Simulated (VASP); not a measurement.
**MoS2: single point with PBEsol**

Crystal: MoS2.

```
Mo S
1.0
     1.58759    0.91660    6.19394
    -1.58759    0.91660    6.19394
     0.00000   -1.83319    6.19394
Mo S
1 2
Direct
  0.99999 0.99999 0.99999
  0.41700 0.41700 0.41700
  0.24968 0.24968 0.24968
```

```json
{"Program": "VASP 6.6.1", "Task": "single point", "Functional": "PBEsol", "Potentials or basis": "VASP PAW PBE potentials, release 64 (Mo_sv, S)", "Cutoff": "520 eV", "k mesh": "6 × 6 × 6", "Occupations": "fermi-dirac, width 0.5 eV", "Spin": "no spin polarisation"}
```

```json
{"Pressure": "-0.8 GPa", "Largest force": "0.019 eV/Å", "Band gap on the k mesh": "0.93 eV (least direct gap 1.69 eV)"}
```

Forces in eV/Å, atoms in the order of the input:
```
Mo   0.000  0.000 -0.007
S    0.000  0.000 -0.012
S    0.000  0.000  0.019
```

Stress tensor (GPa, compression positive):
```
-0.93  0.00  0.00
 0.00 -0.93  0.00
 0.00  0.00 -0.43
```

Levels at points of the mesh, in eV from the valence-band top:
```csv
k point,band 9,band 10,band 11,band 12,band 13,band 14,band 15,band 16,band 17,band 18
"(0.00, 0.00, 0.00)",-3.34,-2.24,-2.24,-1.26,-1.16,2.03,2.03,2.43,2.43,5.37
"(0.50, 0.00, 0.00)",-4.98,-3.95,-2.34,-1.61,-1.46,1.62,2.02,3.43,3.46,5.19
"(0.50, 0.50, 0.00)",-4.69,-3.87,-2.89,-1.79,-1.29,1.58,2.15,2.97,3.87,5.92
"(0.50, 0.50, 0.50)",-3.36,-3.36,-2.21,-2.21,0.00,2.12,2.12,2.30,2.30,5.51
```

Wall time 3.4 min on 1 thread of Intel Xeon 8259CL (shared host), peak memory 0.32 GiB.

Caveat: the PAW data sets were made with another functional, which shifts forces and pressure a little. A k mesh can miss the band edges.
